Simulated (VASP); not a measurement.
Wanted: the native input for a VASP 6.6.1 run.

- Task: single point
- Functional: BLYP
- Dispersion: D3(BJ)
- Potentials or basis: VASP PAW PBE potentials, release 64 (Al)
- Cutoff: 520 eV
- k mesh: 11 × 11 × 11
- Occupations: fermi-dirac, width 0.05 eV
- Spin: no spin polarisation
- Dipole correction: no
- Further INCAR settings: ALGO = Normal; EDIFF = 1e-07; NBANDS = 8

The structure of Al lies in POSCAR:

```
Al
1.0
    0.0000000000      1.9834708509      1.9834708509
    1.9834708509      0.0000000000      1.9834708509
    1.9834708509      1.9834708509      0.0000000000
Al
1
Direct
    0.0000000000      0.0000000000      0.0000000000
```

One way to write it, as run:

INCAR

```
PREC = Accurate ; ENCUT = 520
EDIFF = 1E-7 ; ISMEAR = -1
SIGMA = 0.05 ; LREAL = False
LASPH = True ; NELM = 100
ALGO = Normal ; ISIF = 2
LWAVE = False ; LCHARG = False
GGA = B5 ; ALDAX = 1.0
AGGAX = 1.0 ; AGGAC = 1.0
ALDAC = 0.0 ; IVDW = 12
VDW_S6 = 1.0 ; VDW_S8 = 2.6996
VDW_A1 = 0.4298 ; VDW_A2 = 4.2359
NBANDS = 8
```

KPOINTS

```
Automatic mesh
0
Gamma
  11 11 11
```

Potentials or basis: VASP PAW PBE potentials, release 64 (Al).

Run with:

```sh
$ cat potpaw_PBE.64/Al/POTCAR > POTCAR
$ mpirun -np 1 vasp_std > vasp.out
```

It gave:

```
Pressure                   : -0.4 GPa
Dispersion energy per atom : -0.821 eV
```

Caveat: the PAW data sets were made with another functional, which shifts forces and pressure a little; pairwise dispersion overbinds metals, which lowers pressure and volume.

Wall time 14 s on 1 thread of Intel Xeon 8259CL, with other jobs on the host, peak memory 0.14 GiB.
